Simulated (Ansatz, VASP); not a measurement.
# One calculation of Hg, two programs

POSCAR

```
Hg
1.0
    1.8778599936      1.0841829728      2.1547276236
   -1.8778599936      1.0841829728      2.1547276236
    0.0000000000     -2.1683659456      2.1547276235
Hg
1
Direct
    0.0000000000      0.0000000000      0.0000000000
```

The input INCAR.step1:

```
SYSTEM = Hg
  ALGO = Normal
  EDIFF = 1E-4
  ENCUT = 520
  GGA = PE
  ISMEAR = 1
  LASPH = .True.
  LCHARG = .False.
  LREAL = .False.
  LWAVE = .True.
  NBANDS = 12
  NELM = 60
  PREC = Accurate
  SIGMA = 1.0
```

File INCAR.step2:

```
SYSTEM = Hg
  ALGO = Normal
  EDIFF = 1E-6
  ENCUT = 520
  ISIF = 2
  ISMEAR = 1
  ISTART = 1
  LASPH = .True.
  LCHARG = .False.
  LMIXTAU = .True.
  LREAL = .False.
  LWAVE = .False.
  METAGGA = R2SCAN
  NBANDS = 12
  NELM = 60
  PREC = Accurate
  SIGMA = 1.0
```

File KPOINTS:

```
k-points
0
Gamma
  11 11 11
  0 0 0
```

Input for Ansatz:

```yaml
crystal:
  lattice:
    - [1.8778599936, 1.0841829728, 2.1547276236]
    - [-1.8778599936, 1.0841829728, 2.1547276236]
    - [0.0, -2.1683659456, 2.1547276235]
  atoms:
    - { symbol: Hg, position: [0.0, 0.0, 0.0] }
hamiltonian:
  xc: r2scan
  pseudopotentials:
    kind: paw
    azcp:
      Hg: "pseudopotentials/Hg.paw.azcp"
basis:
  ecutwfc: 500
  fft_grid_basis: typed
kpoints:
  mp_grid: { grid: [11, 11, 11], shift: [0, 0, 0] }
magnetization:
  spin_polarized: false
scf:
  occupations: { method: methfessel_paxton, width: 1.0 }
  lower_state_search: "off"
output:
  stress: true
```

Alike in both runs: task single point; functional r2SCAN; k mesh 11 × 11 × 11; occupations methfessel-paxton of order 1, width 1 eV; no spin polarisation.

```csv
,VASP,Ansatz
version,VASP 6.6.1,Ansatz 0.2.0
potentials or method,"VASP PAW PBE potentials, release 64 (Hg), cutoff 520 eV","plane waves (500 eV) with PAW, scalar-relativistic"
valence electrons in the cell,12,20
```

|  | VASP | Ansatz | Ansatz less VASP |
| --- | --- | --- | --- |
| pressure (GPa) | 0.4 | 0.0 | -0.36 |
| traceless stress, the component that is largest in VASP (GPa) | -0.11 | -0.25 | -0.135 |

VASP's potentials were made for PBE, not for r2SCAN. The functional is the same, so the differences come from potentials, cutoffs and numerics. VASP's potentials hold 12 valence electrons a cell and Ansatz's 20, so a difference there can come from the potentials and not from the codes.

Neither program's run includes spin-orbit coupling.
